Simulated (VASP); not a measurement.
# Te (C2) in VASP: a series of runs

Te is run at these levels: PBE; tasks: single point.

Everything below comes from runs of VASP 6.6.1. Logs are shortened: lines on timing, memory, paths and dates and some standing lists are left out, and cuts for length are marked.

### Step 1. The cell of the first run

The structure is monoclinic, space group C2 (No. 5). Conventional cell: a = 7.594 Å, b = 4.580 Å, c = 6.279 Å, α = 90.00°, β = 91.10°, γ = 90.00°. Te (site symmetry 2) has 6 Te at 3.00 to 3.54 Å within 3.9 Å. Te (site symmetry 1) has 6 Te at 2.80 to 3.82 Å within 3.9 Å.

### Step 2. Single point, PBE (strained and its atoms moved)

INCAR reads:

```
  PREC = Accurate
  ENCUT = 520
  EDIFF = 1E-6
  ISMEAR = 0
  SIGMA = 0.05
  LREAL = F
  LASPH = T
  NELM = 60
  ALGO = Normal
  ISIF = 2
  LWAVE = F
  LCHARG = T
  GGA = PE
  LELF = T
  LVHAR = T
  NBANDS = 16
```

KPOINTS reads:

```
regular mesh
0
Gamma
  9 9 6
```

POSCAR reads:

```
Te
1.0
    4.5797474239      0.0000000000      0.0000000000
   -2.2898737120      3.7969999510     -0.0377194374
    0.0000000000     -0.0578872500      6.2786040000
Te
3
Direct
    0.7076391627      0.0000000000      0.3333333333
    0.0310144859      0.7696681345      0.6561610490
    0.2613463514      0.2303318655      0.0105056177
```

Potentials or basis: VASP PAW PBE potentials, release 64 (Te).

On the command line:

```sh
cat potpaw_PBE.64/Te/POTCAR > POTCAR
mpirun -np 1 vasp_std > vasp.out
```

OUTCAR:

```text
PREC = Accurate
   ENCUT = 520
   EDIFF = 1E-6
   ISMEAR = 0
   LREAL = F
   LASPH = T
   NELM = 60
   ISIF = 2
   GGA = PE

 ion  position               nearest neighbor table
   1  0.708  0.000  0.333-   3 3.00   2 3.00   3 3.40   2 3.40   3 3.54   2 3.54
   2  0.031  0.770  0.656-   3 2.80   1 3.00   1 3.40   1 3.54
   3  0.261  0.230  0.011-   2 2.80   1 3.00   1 3.40   1 3.54

  LATTYP: Found a base centered monoclinic cell.
 ALAT       =     7.5943745980
 B/A-ratio  =     0.6030447096
 C/A-ratio  =     0.8267791859
 COS(beta)  =    -0.0191520160

  Lattice vectors:

 A1 = (   2.2898737119,   3.7969999510,  -0.0377194374)
 A2 = (  -2.2898737120,   3.7969999510,  -0.0377194374)
 A3 = (   0.0000000000,  -0.0578872500,   6.2786040000)

Analysis of symmetry for initial positions (statically):
=====================================================================
 Subroutine PRICEL returns:
 Original cell was already a primitive cell.

 Routine SETGRP: Setting up the symmetry group for a
 base centered monoclinic supercell.

 Subroutine GETGRP returns: Found  2 space group operations
 (whereof  1 operations were pure point group operations)
 out of a pool of  4 trial point group operations.

The static configuration has the point symmetry C_1 .
 The point group associated with its full space group is C_2 .

Analysis of symmetry for dynamics (positions and initial velocities):
=====================================================================
 Subroutine PRICEL returns:
 Original cell was already a primitive cell.

 Routine SETGRP: Setting up the symmetry group for a
 base centered monoclinic supercell.

 Subroutine GETGRP returns: Found  2 space group operations
 (whereof  1 operations were pure point group operations)
 out of a pool of  4 trial point group operations.

The dynamic configuration has the point symmetry C_1 .
 The point group associated with its full space group is C_2 .

 Subroutine INISYM returns: Found  2 space group operations
 (whereof  1 operations are pure point group operations),
 and found     1 'primitive' translations

----------------------------------------------------------------------------------------

                                     Primitive cell

  volume of cell :     109.1705

  direct lattice vectors                    reciprocal lattice vectors
     4.579747424  0.000000000  0.000000000     0.218352653  0.131694971  0.001214197
    -2.289873712  3.796999951 -0.037719437     0.000000000  0.263389942  0.002428393
     0.000000000 -0.057887250  6.278604000     0.000000000  0.001582345  0.159285662

  length of vectors
     4.579747424  4.434202634  6.278870848     0.254995923  0.263401137  0.159293522

  position of ions in fractional coordinates (direct lattice)
     0.707639163  0.000000000  0.333333333
     0.031014486  0.769668135  0.656161049
     0.261346351  0.230331865  0.010505618

  ion indices of the primitive-cell ions
   primitive index   ion index
                 1           1
                 2           2
                 3           3

----------------------------------------------------------------------------------------

 KPOINTS: regular mesh

Automatic generation of k-mesh.
 Grid dimensions read from file:
 generate k-points for:    9    9    6

 Generating k-lattice:

  Cartesian coordinates                     Fractional coordinates (reciprocal lattice)
     0.024261406  0.014632775  0.000134911     0.111111111  0.000000000 -0.000000000
     0.000000000  0.029265549  0.000269821     0.000000000  0.111111111  0.000000000
     0.000000000  0.000263724  0.026547610     0.000000000  0.000000000  0.166666667

  Length of vectors
     0.028332880  0.029266793  0.026548920

  Shift w.r.t. Gamma in fractional coordinates (k-lattice)
     0.000000000  0.000000000  0.000000000

 Subroutine IBZKPT returns following result:
 ===========================================

 Found    140 irreducible k-points:

 Following reciprocal coordinates:
            Coordinates               Weight
  0.000000  0.000000  0.000000      1.000000
  0.111111 -0.000000  0.000000      4.000000
  0.222222 -0.000000  0.000000      4.000000
  0.333333 -0.000000  0.000000      4.000000
  0.444444 -0.000000  0.000000      4.000000
  0.000000  0.111111 -0.000000      2.000000
[... 16 lines left out ...]
  0.333333  0.333333 -0.000000      2.000000
  0.000000  0.444444  0.000000      2.000000
 [... further k-points ...]
   k-points           NKPTS =    140   k-points in BZ     NKDIM =    140   number of bands    NBANDS=     16
   number of dos      NEDOS =    301   number of ions     NIONS =      3
   total plane-waves  NPLWV =  62208
   dimension x,y,z NGX =    36 NGY =   36 NGZ =   48
   dimension x,y,z NGXF=    72 NGYF=   72 NGZF=   96
   ions per type =               3
   NGX,Y,Z   is equivalent  to a cutoff of  13.07, 13.50, 12.71 a.u.
   NGXF,Y,Z  is equivalent  to a cutoff of  26.14, 26.99, 25.42 a.u.
 SYSTEM =  unknown system
   PREC   = accura    normal or accurate (medium, high low for compatibility)
   ISTART =      0    job   : 0-new  1-cont  2-samecut
   ICHARG =      2    charge: 1-file 2-atom 10-const
   ISPIN  =      1    spin polarized calculation?
   LNONCOLLINEAR =      F non collinear calculations
   LSORBIT =      F    spin-orbit coupling
   LASPH  =      T    aspherical Exc in radial PAW
   ENCUT  =  520.0 eV  38.22 Ry    6.18 a.u.   8.52  8.24 11.67*2*pi/ulx,y,z
   NELM   =     60;   NELMIN=  2; NELMDL= -5     # of ELM steps
   EDIFF  = 0.1E-05   stopping-criterion for ELM
   LREAL  =      F    real-space projection
   EDIFFG = 0.1E-04   stopping-criterion for IOM
   NSW    =      0    number of steps for IOM
   IBRION =     -1    ionic relax: 0-MD 1-quasi-New 2-CG
   NFREE  =      0    steps in history (QN), initial steepest desc. (CG)
   ISIF   =      2    stress and relaxation
   ISYM   =      2    0-nonsym 1-usesym 2-fastsym
   POTIM  = 0.5000    time-step for ionic-motion
   TEBEG  =    0.0;   TEEND  =   0.0 temperature during run
   PSTRESS=    0.0 pullay stress
   NELECT =      18.0000    total number of electrons
   NUPDOWN=      -1.0000    fix difference up-down
   EMIN   =  10.00;   EMAX   =-10.00  energy-range for DOS
   EFERMI =   0.00;   METHOD = LEGACY
   ISMEAR =     0;   SIGMA  =   0.05  broadening in eV -4-tet -1-fermi 0-gaus
   EFERMI_NEDOS =   21; number of points for ismear=-14 and -15
   IALGO  =     38    algorithm
   IMIX   =      4    mixing-type and parameters
     AMIX     =   0.40;   BMIX     =  1.00
     AMIX_MAG =   1.60;   BMIX_MAG =  1.00
  volume/ion in A,a.u.               =      36.39       245.57
  Fermi-wavevector in a.u.,A,eV,Ry     =   0.897699  1.696404 10.964427  0.805863
  Thomas-Fermi vector in A             =   2.020315
   LORBIT       =      0    0 simple, 1 ext, 2 COOP (PROOUT), +10 PAW based schemes
   GGA     = PE    functional components
   LHFCALC =     F    Hartree Fock is set to
   AEXX    =    0.0000 exact exchange contribution
   IVDW    =     0    specifies the selected vdW correction
   LEPSILON=     F    determine dielectric tensor
   LRPA    =     F    only Hartree local field effects (RPA)
 non-spin polarized calculation
 Gauss-broadening in eV      SIGMA  =   0.05
  energy-cutoff  :      520.00
  volume of cell :      109.17
 maximum number of plane-waves:      2964
 NGX is ok and might be reduce to    36
   NGX = 17   NGY = 17   NGZ = 23

 number of electron      17.9999999 magnetization

 Free energy of the ion-electron system (eV)
  ---------------------------------------------------
  ext. energy  EPLUGINS =         0.00000000
  ---------------------------------------------------
  free energy    TOTEN  =        -9.25309781 eV

  energy without entropy =       -9.25297064  energy(sigma->0) =       -9.25303423

 E-fermi :   5.1350     XC(G=0):  -8.7719

 val. band max:        5.0962390380   @ k =   0.3333   0.3333   0.5000
 cond. band min:       5.1738389389   @ k =   0.3333   0.3333   0.5000
 fundamental gap:      0.0775999008
 Fermi energy:         5.1350374327

 k-point     1 :       0.0000    0.0000    0.0000
  band No.  band energies     occupation
      1      -8.0504      2.00000
      2      -5.2096      2.00000
      3      -5.0921      2.00000
      4       2.1908      2.00000
      5       2.3998      2.00000
      6       2.7929      2.00000
[... 8 lines left out ...]
     15      10.8402      0.00000
     16      11.0523      0.00000

 k-point     2 :       0.1111   -0.0000    0.0000
  band No.  band energies     occupation
      1      -7.9737      2.00000
      2      -5.2469      2.00000
      3      -5.0522      2.00000
      4       1.5549      2.00000
      5       2.2820      2.00000
      6       2.6422      2.00000
[... 8 lines left out ...]
     15      11.0701      0.00000
     16      11.3330      0.00000

 k-point     3 :       0.2222   -0.0000    0.0000
  band No.  band energies     occupation
      1      -7.7541      2.00000
      2      -5.3704      2.00000
      3      -4.9557      2.00000
      4       0.8519      2.00000
      5       1.6760      2.00000
      6       2.4220      2.00000
[... 8 lines left out ...]
     15      11.4762      0.00000
     16      11.7859      0.00000

 k-point     4 :       0.3333   -0.0000    0.0000
  band No.  band energies     occupation
      1      -7.4321      2.00000
      2      -5.6051      2.00000
      3      -4.8420      2.00000
      4       0.4346      2.00000
      5       1.2237      2.00000
      6       2.1308      2.00000
[... 8 lines left out ...]
     15      12.1650      0.00000
     16      12.6132      0.00000

 k-point     5 :       0.4444   -0.0000    0.0000
  band No.  band energies     occupation
      1      -7.1291      2.00000
      2      -5.8679      2.00000
      3      -4.7635      2.00000
      4       0.2908      2.00000
      5       1.0546      2.00000
      6       1.8713      2.00000
[... 8 lines left out ...]
     15      13.0167      0.00000
     16      13.3189      0.00000

 k-point     6 :       0.0000    0.1111   -0.0000
  band No.  band energies     occupation
      1      -7.9753      2.00000
      2      -5.2360      2.00000
      3      -5.0419      2.00000
      4       1.8429      2.00000
      5       2.0538      2.00000
      6       2.4404      2.00000
[... 8 lines left out ...]
     15      10.9631      0.00000
     16      11.4790      0.00000
[... 267 lines left out ...]
 k-point    21 :       0.1111    0.3333   -0.0000
  band No.  band energies     occupation
      1      -7.2940      2.00000
      2      -5.2890      2.00000
      3      -5.1038      2.00000
      4       0.6649      2.00000
      5       0.9717      2.00000
      6       1.8036      2.00000
[... 8 lines left out ...]
     15      13.0957      0.00000
     16      13.4251      0.00000

 k-point    22 :       0.2222    0.3333    0.0000
  band No.  band energies     occupation
      1      -7.0911      2.00000
      2      -5.4404      2.00000
      3      -5.1281      2.00000
      4       0.6620      2.00000
      5       0.9510      2.00000
      6       1.9553      2.00000
[... 8 lines left out ...]
     15      12.8249      0.00000
     16      13.1645      0.00000

 k-point    23 :       0.3333    0.3333   -0.0000
  band No.  band energies     occupation
      1      -6.9647      2.00000
      2      -5.6698      2.00000
      3      -5.0495      2.00000
      4       0.5719      2.00000
      5       1.1396      2.00000
      6       1.9181      2.00000
[... 8 lines left out ...]
     15      11.6989      0.00000
     16      13.0902      0.00000

 k-point    24 :       0.0000    0.4444    0.0000
  band No.  band energies     occupation
      1      -7.2368      2.00000
      2      -5.2739      2.00000
      3      -5.1263      2.00000
      4       0.6695      2.00000
      5       1.0637      2.00000
      6       1.5391      2.00000
[... 8 lines left out ...]
     15      13.5645      0.00000
     16      13.6773      0.00000

 [... further k-points ...]

------------------------ aborting loop because EDIFF is reached ----------------------------------------

  FORCE on cell =-STRESS in cart. coord.  units (eV):
  Direction    XX          YY          ZZ          XY          YZ          ZX
  --------------------------------------------------------------------------------------
  -------------------------------------------------------------------------------------
  Total       -1.7654211      0.8935663     -1.5022243     -0.0000000      1.1618593     -0.0000000
  in kB      -25.9091678     13.1139018    -22.0465144     -0.0000000     17.0513474     -0.0000000
  external PRESSURE =     -11.6139268 kB  Pullay stress =       0.0000000 kB

 VOLUME and BASIS-vectors are now :
 -----------------------------------------------------------------------------
  energy-cutoff  :      520.00
  volume of cell :      109.17
      direct lattice vectors                 reciprocal lattice vectors
     4.579747424  0.000000000  0.000000000     0.218352653  0.131694971  0.001214197
    -2.289873712  3.796999951 -0.037719437     0.000000000  0.263389942  0.002428393
     0.000000000 -0.057887250  6.278604000     0.000000000  0.001582345  0.159285662

 POSITION                                       TOTAL-FORCE (eV/Angst)
 -----------------------------------------------------------------------------------
      3.24081     -0.01930      2.09287         0.367309      0.000000      0.000000
     -1.62040      2.88445      4.09074        -0.183655     -0.389538     -0.149056
      0.66947      0.87396      0.05727        -0.183655      0.389538      0.149056
 -----------------------------------------------------------------------------------
    total drift:                               -0.000100      0.000000      0.000000

  FREE ENERGIE OF THE ION-ELECTRON SYSTEM (eV)
  ---------------------------------------------------
  free  energy   TOTEN  =        -9.2530978102 eV

  energy  without entropy=       -9.2529706413  energy(sigma->0) =       -9.25303423
```

Wall time 3.5 min (1 thread of Intel Xeon 8259CL, shared host); peak memory 0.36 GiB.

Results:

```yaml
Free_energy: -9.2531 eV
Pressure: -1.2 GPa
Largest_force: 0.456 eV/Å
Band_gap_on_the_k_mesh: 0.08 eV
```

Forces on the atoms (eV/Å):
```
Te   0.367  0.000  0.000
Te  -0.184 -0.390 -0.149
Te  -0.184  0.390  0.149
```

Stress tensor (GPa, compression positive):
```
-2.59  0.00  0.00
 0.00  1.31  1.71
 0.00  1.71 -2.20
```

Levels at points of the mesh, in eV from the valence-band top:
| k point | band 5 | band 6 | band 7 | band 8 | band 9 | band 10 | band 11 | band 12 | band 13 | band 14 |
| --- | --- | --- | --- | --- | --- | --- | --- | --- | --- | --- |
| (0.00, 0.00, 0.00) | -2.70 | -2.30 | -1.36 | -1.14 | -0.62 | 0.51 | 0.76 | 2.11 | 4.76 | 5.30 |
| (0.00, 0.00, 0.50) | -2.56 | -1.95 | -1.19 | -0.97 | -0.72 | 0.22 | 0.74 | 1.28 | 4.20 | 5.27 |

Caveat: the cell differs from its parent crystal (strained and its atoms moved); spin-orbit coupling is left out, which moves the levels of the heavy elements; an odd mesh through Γ misses points on the zone boundary, where band edges can lie.

### Step 3. Single point, PBE (strained and its atoms moved)

INCAR reads:

```
SYSTEM = Te
ALGO = Normal
EDIFF = 1E-6
ENCUT = 520
GGA = PE
ISIF = 2
ISMEAR = 0
LASPH = .TRUE.
LCHARG = .FALSE.
LREAL = .FALSE.
LWAVE = .FALSE.
NBANDS = 16
NELM = 60
PREC = Accurate
SIGMA = 0.05
```

KPOINTS reads:

```
k-points
0
G
  9 9 6
  0 0 0
```

POSCAR reads:

```
Te
1.0
    4.5883067829      0.0000000000      0.0000000000
   -2.2941533915      3.9986464420      0.0009265778
    0.0000000000      0.0014220000      6.2062597500
Te
3
Direct
    0.7749592871      0.0000000000      0.3333333333
   -0.0193958206      0.7361676460      0.6630514348
    0.2444365334      0.2638323540      0.0036152319
```

Potentials or basis: VASP PAW PBE potentials, release 64 (Te).

On the command line:

```sh
cat potpaw_PBE.64/Te/POTCAR > POTCAR
mpirun -np 1 vasp_std > vasp.out
```

Wall time 3.5 min (1 thread of Intel Xeon 8259CL, shared host); peak memory 0.37 GiB.

The run converged. Its results:

```
Free energy            : -9.2959 eV
Pressure               : -0.4 GPa
Largest force          : 0.726 eV/Å
Band gap on the k mesh : 0.17 eV
```

Forces on the atoms (eV/Å):
```
Te  -0.726  0.000  0.000
Te   0.363  0.050  0.384
Te   0.363 -0.050 -0.384
```

Stress tensor (GPa, compression positive):
```
 1.01  0.00  0.00
 0.00 -1.07 -1.57
 0.00 -1.57 -1.12
```

Levels at points of the mesh, in eV from the valence-band top:
| k point | band 6 | band 7 | band 8 | band 9 | band 10 | band 11 | band 12 | band 13 |
| --- | --- | --- | --- | --- | --- | --- | --- | --- |
| (0.00, 0.00, 0.00) | -2.48 | -1.42 | -1.05 | -0.29 | 0.85 | 1.15 | 2.19 | 4.95 |
| (0.00, 0.00, 0.50) | -2.22 | -1.17 | -0.87 | -0.80 | 0.57 | 1.04 | 1.48 | 4.47 |

Caveat: the cell differs from its parent crystal (strained and its atoms moved); spin-orbit coupling is left out, which moves the levels of the heavy elements; an odd mesh through Γ misses points on the zone boundary, where band edges can lie.
